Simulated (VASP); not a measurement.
# AlN (R-3m) in VASP: notebook

The runs below take AlN through single point, with LDA.

Everything below comes from runs of VASP 6.6.1. Logs are shortened: lines on timing, memory, paths and dates and some standing lists are left out, and cuts for length are marked.

## 1. The cell of the first run

Symmetry: R-3m, No. 166, trigonal system. The conventional cell has a = 2.769 Å, b = 2.769 Å, c = 6.989 Å, α = 90.00°, β = 90.00°, γ = 120.00°. Within 2.6 Å of Al (site symmetry -3m) lie 6 N at 1.98 Å. N (site symmetry -3m) has 6 Al at 1.98 Å within 2.6 Å.

## 2. Single point, LDA (equal xy, yz and zx shear strains of +2 %)

INCAR

```
SYSTEM = AlN
PREC = Accurate
ENCUT = 520
EDIFF = 1E-6
ISMEAR = -1
SIGMA = 0.02
LREAL = .FALSE.
LASPH = .TRUE.
NELM = 80
ALGO = Normal
ISIF = 2
LWAVE = .FALSE.
LCHARG = .FALSE.
NBANDS = 11
```

KPOINTS

```
regular mesh
0
G
  10 10 10
  0 0 0
```

POSCAR

```
AlN
1.0
    0.0395600000      1.9977800000      1.9977800000
    1.9977800000      0.0395600000      1.9977800000
    1.9977800000      1.9977800000      0.0395600000
Al N
1 1
Direct
    0.0000000000      0.0000000000      0.0000000000
    0.5000000000      0.5000000000      0.5000000000
```

Potentials or basis: VASP PAW LDA potentials, release 64 (Al, N).

On the command line:

```console
$ cat potpaw_LDA.64/Al/POTCAR potpaw_LDA.64/N/POTCAR > POTCAR
$ mpirun -np 1 vasp_std > vasp.out
```

OUTCAR:

```text
SYSTEM = AlN
   PREC = Accurate
   ENCUT = 520
   EDIFF = 1E-6
   ISMEAR = -1
   LREAL = .FALSE.
   LASPH = .TRUE.
   NELM = 80
   ISIF = 2

 ion  position               nearest neighbor table
   1  0.000  0.000  0.000-   2 1.98   2 1.98   2 1.98   2 1.98   2 1.98   2 1.98
   2  0.500  0.500  0.500-   1 1.98   1 1.98   1 1.98   1 1.98   1 1.98   1 1.98

  LATTYP: Found a trigonal (rhomboedric) cell.
 ALAT       =     2.8255645189
 COS(alpha) =     0.5197000882

  Lattice vectors:

 A1 = (   0.0395600000,   1.9977800000,   1.9977800000)
 A2 = (   1.9977800000,   0.0395600000,   1.9977800000)
 A3 = (   1.9977800000,   1.9977800000,   0.0395600000)

Analysis of symmetry for initial positions (statically):
=====================================================================
 Subroutine PRICEL returns:
 Original cell was already a primitive cell.

 Routine SETGRP: Setting up the symmetry group for a
 trigonal (rhombohedral) supercell.

 Subroutine GETGRP returns: Found 12 space group operations
 (whereof 12 operations were pure point group operations)
 out of a pool of 12 trial point group operations.

The static configuration has the point symmetry D_3d.

Analysis of symmetry for dynamics (positions and initial velocities):
=====================================================================
 Subroutine PRICEL returns:
 Original cell was already a primitive cell.

 Routine SETGRP: Setting up the symmetry group for a
 trigonal (rhombohedral) supercell.

 Subroutine GETGRP returns: Found 12 space group operations
 (whereof 12 operations were pure point group operations)
 out of a pool of 12 trial point group operations.

The dynamic configuration has the point symmetry D_3d.

 Subroutine INISYM returns: Found 12 space group operations
 (whereof 12 operations are pure point group operations),
 and found     1 'primitive' translations

----------------------------------------------------------------------------------------

                                     Primitive cell

  volume of cell :      15.4732

  direct lattice vectors                    reciprocal lattice vectors
     0.039560000  1.997780000  1.997780000    -0.257837199  0.252830652  0.252830652
     1.997780000  0.039560000  1.997780000     0.252830652 -0.257837199  0.252830652
[... 90 lines left out ...]
   NFREE  =      0    steps in history (QN), initial steepest desc. (CG)
   ISIF   =      2    stress and relaxation
   ISYM   =      2    0-nonsym 1-usesym 2-fastsym
   POTIM  = 0.5000    time-step for ionic-motion
   TEBEG  =    0.0;   TEEND  =   0.0 temperature during run
   PSTRESS=    0.0 pullay stress
   NELECT =       8.0000    total number of electrons
   NUPDOWN=      -1.0000    fix difference up-down
   EMIN   =  10.00;   EMAX   =-10.00  energy-range for DOS
   EFERMI =   0.00;   METHOD = LEGACY
   ISMEAR =    -1;   SIGMA  =   0.02  broadening in eV -4-tet -1-fermi 0-gaus
   EFERMI_NEDOS =   21; number of points for ismear=-14 and -15
   IALGO  =     38    algorithm
   IMIX   =      4    mixing-type and parameters
     AMIX     =   0.40;   BMIX     =  1.00
     AMIX_MAG =   1.60;   BMIX_MAG =  1.00
  volume/ion in A,a.u.               =       7.74        52.21
  Fermi-wavevector in a.u.,A,eV,Ry     =   1.313949  2.483003 23.489924  1.726461
  Thomas-Fermi vector in A             =   2.444236
   LORBIT       =      0    0 simple, 1 ext, 2 COOP (PROOUT), +10 PAW based schemes
   GGA     = CA    functional components
   LHFCALC =     F    Hartree Fock is set to
   AEXX    =    0.0000 exact exchange contribution
   IVDW    =     0    specifies the selected vdW correction
   LEPSILON=     F    determine dielectric tensor
   LRPA    =     F    only Hartree local field effects (RPA)
 non-spin polarized calculation
  energy-cutoff  :      520.00
  volume of cell :       15.47
 maximum number of plane-waves:       427
 NGX is ok and might be reduce to    24
   NGX = 11   NGY = 11   NGZ = 11

 number of electron       8.0000000 magnetization

 Free energy of the ion-electron system (eV)
  ---------------------------------------------------
  ext. energy  EPLUGINS =         0.00000000
  ---------------------------------------------------
  free energy    TOTEN  =       -16.18203491 eV

  energy without entropy =      -16.18203491  energy(sigma->0) =      -16.18203491

 E-fermi :  11.1619     XC(G=0): -12.8854

 val. band max:       10.7470918890   @ k =   0.0000   0.0000   0.0000
 cond. band min:      15.3459653618   @ k =   0.5000   0.5000   0.0000
 fundamental gap:      4.5988734728
 Fermi energy:        11.1619051816

 k-point     1 :       0.0000    0.0000    0.0000
  band No.  band energies     occupation
      1      -7.4299      2.00000
      2      10.2893      2.00000
      3      10.7471      2.00000
      4      10.7471      2.00000
      5      17.2826      0.00000
      6      22.2672      0.00000
      7      23.1339      0.00000
      8      23.1339      0.00000
      9      28.1544      0.00000
     10      28.7228      0.00000
     11      28.7228      0.00000
[... 309 lines left out ...]
 k-point    24 :       0.4000    0.3000    0.0000
  band No.  band energies     occupation
      1      -4.1355      2.00000
      2       4.5203      2.00000
      3       7.7540      2.00000
      4       7.9487      2.00000
      5      16.6171      0.00000
      6      18.0661      0.00000
      7      23.4133      0.00000
      8      26.7308      0.00000
      9      27.7327      0.00000
     10      32.9290      0.00000
     11      36.1112      0.00000

 [... further k-points ...]

------------------------ aborting loop because EDIFF is reached ----------------------------------------

  FORCE on cell =-STRESS in cart. coord.  units (eV):
  Direction    XX          YY          ZZ          XY          YZ          ZX
  --------------------------------------------------------------------------------------
  -------------------------------------------------------------------------------------
  Total        1.2936985      1.2936985      1.2936985     -0.6842082     -0.6842082     -0.6842082
  in kB      133.9566405    133.9566405    133.9566405    -70.8466644    -70.8466644    -70.8466644
  external PRESSURE =     133.9566405 kB  Pullay stress =       0.0000000 kB

 VOLUME and BASIS-vectors are now :
 -----------------------------------------------------------------------------
  energy-cutoff  :      520.00
  volume of cell :       15.47
      direct lattice vectors                 reciprocal lattice vectors
     0.039560000  1.997780000  1.997780000    -0.257837199  0.252830652  0.252830652
     1.997780000  0.039560000  1.997780000     0.252830652 -0.257837199  0.252830652
     1.997780000  1.997780000  0.039560000     0.252830652  0.252830652 -0.257837199

 POSITION                                       TOTAL-FORCE (eV/Angst)
 -----------------------------------------------------------------------------------
      0.00000      0.00000      0.00000         0.000000     -0.000000     -0.000000
      2.01756      2.01756      2.01756        -0.000000      0.000000      0.000000
 -----------------------------------------------------------------------------------
    total drift:                               -0.000000     -0.000000      0.000000

  FREE ENERGIE OF THE ION-ELECTRON SYSTEM (eV)
  ---------------------------------------------------
  free  energy   TOTEN  =       -16.1820349056 eV

  energy  without entropy=      -16.1820349056  energy(sigma->0) =      -16.18203491
```

stdout:

```text
POSCAR found type information on POSCAR AlN
 POSCAR found :  2 types and       2 ions
 scaLAPACK will be used
 LDA part: xc-table for (Slater(with rela. corr.)+CA(PZ))
 , standard interpolation
 POSCAR, INCAR and KPOINTS ok, starting setup
 FFT: planning ... GRIDC
 FFT: planning ... GRID_SOFT
 FFT: planning ... GRID
 WAVECAR not read
 entering main loop
```

Run time: 28 s. Hardware: 1 thread of Intel Xeon 8259CL, shared host; peak memory 0.1 GiB.

What came out:

| Property | Result |
| --- | --- |
| Free energy | -16.1820 eV |
| Pressure | 13.4 GPa |
| Band gap on the k mesh | 4.60 eV, indirect (least direct gap 6.54 eV) |

Levels at points of the mesh, in eV from the valence-band top:
| k point | band 2 | band 3 | band 4 | band 5 | band 6 | band 7 |
| --- | --- | --- | --- | --- | --- | --- |
| (0.00, 0.00, 0.00) | -0.46 | 0.00 | 0.00 | 6.54 | 11.52 | 12.39 |
| (0.50, 0.00, 0.00) | -8.86 | -1.58 | -1.29 | 6.22 | 10.89 | 11.22 |
| (0.50, 0.50, 0.00) | -8.02 | -3.36 | -2.92 | 4.60 | 5.28 | 14.49 |
| (0.50, 0.50, 0.50) | -9.15 | -1.14 | -1.14 | 6.83 | 11.68 | 11.68 |

Caveat: the cell differs from its parent crystal (equal xy, yz and zx shear strains of +2 %).

## 3. Single point, LDA (equal xy, yz and zx shear strains of -2 %)

INCAR

```
  PREC = Accurate
  ENCUT = 520
  EDIFF = 1E-6
  ISMEAR = -1
  SIGMA = 0.02
  LREAL = False
  LASPH = True
  NELM = 100
  ALGO = Normal
  ISIF = 2
  LWAVE = False
  LCHARG = False
  GGA = CA
  NBANDS = 11
```

KPOINTS

```
regular mesh
0
Gamma
  10 10 10
```

POSCAR

```
AlN
1.0
   -0.0395600000      1.9582200000      1.9582200000
    1.9582200000     -0.0395600000      1.9582200000
    1.9582200000      1.9582200000     -0.0395600000
Al N
1 1
Direct
    0.0000000000      0.0000000000      0.0000000000
    0.5000000000      0.5000000000      0.5000000000
```

Potentials or basis: VASP PAW LDA potentials, release 64 (Al, N).

On the command line:

```console
$ cat potpaw_LDA.64/Al/POTCAR potpaw_LDA.64/N/POTCAR > POTCAR
$ mpirun -np 1 vasp_std > vasp.out
```

Run time: 27 s. Hardware: 1 thread of Intel Xeon 8259CL, shared host; peak memory 0.11 GiB.

Results (log left out):

```yaml
Free_energy: -16.1825 eV
Pressure: 13.4 GPa
Band_gap_on_the_k_mesh: 4.46 eV, indirect (least direct gap 6.42 eV)
```

Stress tensor (GPa, compression positive):
```
13.39  6.70  6.70
 6.70 13.39  6.70
 6.70  6.70 13.39
```

Levels at points of the mesh, in eV from the valence-band top:
| k point | band 1 | band 2 | band 3 | band 4 | band 5 | band 6 | band 7 | band 8 |
| --- | --- | --- | --- | --- | --- | --- | --- | --- |
| (0.00, 0.00, 0.00) | -18.31 | -0.43 | -0.43 | 0.00 | 6.42 | 11.62 | 11.62 | 12.65 |
| (0.50, 0.00, 0.00) | -14.76 | -9.14 | -1.55 | -1.28 | 6.38 | 11.03 | 11.46 | 13.68 |
| (0.50, 0.50, 0.00) | -13.59 | -8.15 | -3.49 | -3.05 | 4.46 | 5.15 | 14.36 | 17.63 |
| (0.50, 0.50, 0.50) | -14.52 | -8.85 | -1.72 | -1.72 | 5.84 | 10.57 | 10.57 | 14.15 |

Caveat: the cell differs from its parent crystal (equal xy, yz and zx shear strains of -2 %). A k mesh can miss the band edges.

## 4. Single point, LDA (equal xy, yz and zx shear strains of +1 %)

INCAR

```
SYSTEM = AlN
PREC     = Accurate       ! precision mode
ENCUT    = 520            ! plane-wave cutoff, eV
EDIFF    = 1E-6           ! SCF threshold, eV
ISMEAR   = -1             ! smearing method
SIGMA    = 0.02           ! smearing width, eV
LREAL    = .FALSE.        ! projectors in reciprocal space
LASPH    = .TRUE.         ! aspherical terms in the spheres
NELM     = 80             ! most SCF steps
ALGO     = Normal         ! electronic algorithm
ISIF     = 2              ! what is computed and relaxed
LWAVE    = .FALSE.        ! write WAVECAR
LCHARG   = .FALSE.        ! write CHGCAR
NBANDS   = 11             ! bands
```

KPOINTS

```
regular mesh
0
G
  10 10 10
  0 0 0
```

POSCAR

```
AlN
1.0
    0.0197800000      1.9878900000      1.9878900000
    1.9878900000      0.0197800000      1.9878900000
    1.9878900000      1.9878900000      0.0197800000
Al N
1 1
Direct
    0.0000000000      0.0000000000      0.0000000000
    0.5000000000      0.5000000000      0.5000000000
```

On the command line:

```console
$ cat potpaw_LDA.64/Al/POTCAR potpaw_LDA.64/N/POTCAR > POTCAR
$ mpirun -np 1 vasp_std > vasp.out
```

Run time: 31 s. Hardware: 1 thread of Intel Xeon 8259CL, shared host; peak memory 0.11 GiB.

Results (log left out):

```
Free energy            : -16.1975 eV
Pressure               : 13.3 GPa
Band gap on the k mesh : 4.84 eV, indirect (least direct gap 6.66 eV)
```

Stress tensor (GPa, compression positive):
```
13.27 -3.50 -3.50
-3.50 13.27 -3.50
-3.50 -3.50 13.27
```

Levels at points of the mesh, in eV from the valence-band top:
```
           k point  band 1  band 2  band 3  band 4  band 5  band 6  band 7  band 8  band 9
(0.00, 0.00, 0.00)  -18.10   -0.23    0.00    0.00    6.66   11.85   12.31   12.31   17.54
(0.50, 0.00, 0.00)  -14.46   -8.82   -1.39   -1.25    6.39   11.10   11.28   14.08   16.47
(0.50, 0.50, 0.00)  -13.38   -7.94   -3.17   -2.95    4.84    5.18   14.61   17.92   18.01
(0.50, 0.50, 0.50)  -14.57   -8.96   -1.17   -1.17    6.69   11.51   11.51   13.86   16.71
```

Caveat: the cell differs from its parent crystal (equal xy, yz and zx shear strains of +1 %).

## 5. Single point, LDA (equal xy, yz and zx shear strains of +3 %)

INCAR

```
SYSTEM = AlN
  PREC = Accurate
  ENCUT = 520
  EDIFF = 1E-6
  ISMEAR = -1
  SIGMA = 0.02
  LREAL = .FALSE.
  LASPH = .TRUE.
  NELM = 100
  ALGO = Normal
  ISIF = 2
  LWAVE = .FALSE.
  LCHARG = .TRUE.
  LELF = .TRUE.
  LVHAR = .TRUE.
  NBANDS = 11
```

KPOINTS is that of step 4.

POSCAR

```
AlN
1.0
    0.0593400000      2.0076700000      2.0076700000
    2.0076700000      0.0593400000      2.0076700000
    2.0076700000      2.0076700000      0.0593400000
Al N
1 1
Direct
    0.0000000000      0.0000000000      0.0000000000
    0.5000000000      0.5000000000      0.5000000000
```

On the command line:

```console
$ cat potpaw_LDA.64/Al/POTCAR potpaw_LDA.64/N/POTCAR > POTCAR
$ mpirun -np 1 vasp_std > vasp.out
```

Wall time 30 s (1 thread of Intel Xeon 8259CL, shared host); peak memory 0.11 GiB.

Results (log left out):

```yaml
Free_energy: -16.1560 eV
Pressure: 13.6 GPa
Band_gap_on_the_k_mesh: 4.35 eV, indirect (least direct gap 6.37 eV)
```

Stress tensor (GPa, compression positive):
```
 13.61 -10.77 -10.77
-10.77  13.61 -10.77
-10.77 -10.77  13.61
```

Levels at points of the mesh, in eV from the valence-band top:
| k point | band 2 | band 3 | band 4 | band 5 | band 6 | band 7 |
| --- | --- | --- | --- | --- | --- | --- |
| (0.00, 0.00, 0.00) | -0.70 | 0.00 | 0.00 | 6.37 | 11.24 | 12.46 |
| (0.50, 0.00, 0.00) | -8.91 | -1.76 | -1.33 | 6.03 | 10.69 | 11.16 |
| (0.50, 0.50, 0.00) | -8.10 | -3.54 | -2.89 | 4.35 | 5.37 | 14.33 |
| (0.50, 0.50, 0.50) | -9.34 | -1.10 | -1.10 | 6.98 | 11.84 | 11.84 |

Caveat: the cell differs from its parent crystal (equal xy, yz and zx shear strains of +3 %).

## 6. The runs side by side

```csv
cell,gap on the mesh (eV),pressure (GPa)
"a = 2.826 Å, angles 58.7°, 2 atoms",4.60,13.4
"a = 2.770 Å, angles 61.3°, 2 atoms",4.46,13.4
"a = 2.811 Å, angles 59.3°, 2 atoms",4.84,13.3
"a = 2.840 Å, angles 58.0°, 2 atoms",4.35,13.6
```

Alike in all rows: task single point; level LDA; potentials or basis VASP PAW LDA potentials, release 64 (Al, N); no spin polarisation; k mesh 10 × 10 × 10; cutoff (eV) 520; smearing fermi-dirac 0.02 eV.

Absolute energies hang on the potentials; compare differences alone.
